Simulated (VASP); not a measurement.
Set up this calculation in VASP 6.6.1, as the native input.

| Property | Result |
| --- | --- |
| Task | single point |
| Functional | PBEsol |
| Potentials or basis | VASP PAW PBE potentials, release 64 (Sn_d, O) |
| Cutoff | 520 eV |
| k mesh | 10 × 10 × 8 |
| Occupations | gaussian, width 0.15 eV |
| Spin | no spin polarisation |
| Dipole correction | no |
| Further INCAR settings | ALGO = Normal; EDIFF = 1e-06; NBANDS = 28 |

The structure of SnO lies in POSCAR:

```
SnO
1.0
    3.6711000000      0.0000000000      0.0000000000
    0.0000000000      3.6711000000      0.0000000000
    0.0000000000      0.0000000000      4.9881000000
Sn O
2 2
Direct
    0.0000000000      0.5000000000      0.2424656060
    0.5000000000      0.0000000000      0.7575343940
    0.0000000000      0.0000000000      0.0000000000
    0.5000000000      0.5000000000      0.0000000000
```

The input as run:

INCAR

```
SYSTEM = SnO
  PREC = Accurate
  ENCUT = 520
  EDIFF = 1E-6
  ISMEAR = 0
  SIGMA = 0.15
  LREAL = .FALSE.
  LASPH = .TRUE.
  NELM = 100
  ALGO = Normal
  ISIF = 2
  LWAVE = .FALSE.
  LCHARG = .FALSE.
  GGA = PS
  NBANDS = 28
```

KPOINTS

```
Automatic mesh
0
G
  10 10 8
  0 0 0
```

Potentials or basis: VASP PAW PBE potentials, release 64 (Sn_d, O).

Command:

```console
$ cat potpaw_PBE.64/Sn_d/POTCAR potpaw_PBE.64/O/POTCAR > POTCAR
$ mpirun -np 1 vasp_std > vasp.out
```

It gave:

| Property | Result |
| --- | --- |
| Pressure | 3.9 GPa |
| Largest force | 0.042 eV/Å |
| Band gap on the k mesh | zero (bands 20 and 21 overlap by 0.55 eV) |

Caveat: the cell stands under pressure; semilocal functionals underestimate gaps, so a narrow gap can read as zero; the PAW data sets were made with another functional, which shifts forces and pressure a little; spin-orbit coupling is left out, which moves the levels of the heavy elements.

Run time: 4.4 min on 1 thread of Intel Xeon 8259CL (shared host), peak memory 0.29 GiB.
